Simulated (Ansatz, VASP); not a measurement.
One calculation of Si2W, two programs

```
Si W
1.0
    -1.55054    1.62934    3.94000
     1.62934   -1.55054    3.94000
     1.58266    1.58266   -3.90788
Si W
2 1
Direct
  0.33300 0.33300 0.00000
  0.66700 0.66700 0.00000
  0.00000 0.00000 0.00000
```

Change from the starting cell: equal xy, yz and zx shear strains of +2 %, crystal datasets.

Alike in both runs: task electric field gradients; functional PBE; k mesh 11 × 11 × 14; occupations fermi-dirac, width 0.05 eV; no spin polarisation.

|  | VASP | Ansatz |
| --- | --- | --- |
| version | VASP 6.6.1 | Ansatz 0.2.0 |
| potentials or method | VASP PAW PBE potentials, release 64 (Si, W_sv), cutoff 520 eV | all-electron PAW with datasets made for the crystal, scalar-relativistic |

Ansatz gave:

* pressure (GPa): 2.0
* traceless stress, the component that is largest in VASP (GPa): -3.91
* rms of the force components (eV/Å): 0.099
* size of Vzz on the site where it differs most (V/Å²): 152.0

Q: Estimate VASP's values.

A: Pressure (GPa): 2.1; traceless stress, the component that is largest in VASP (GPa): -3.92; rms of the force components (eV/Å): 0.097; size of Vzz on the site where it differs most (V/Å²): 130.8.

Atom by atom the forces differ by 0.002 eV/Å (rms over components). Ansatz ran all-electron here, and VASP with PAW potentials.

Neither program's run includes spin-orbit coupling.
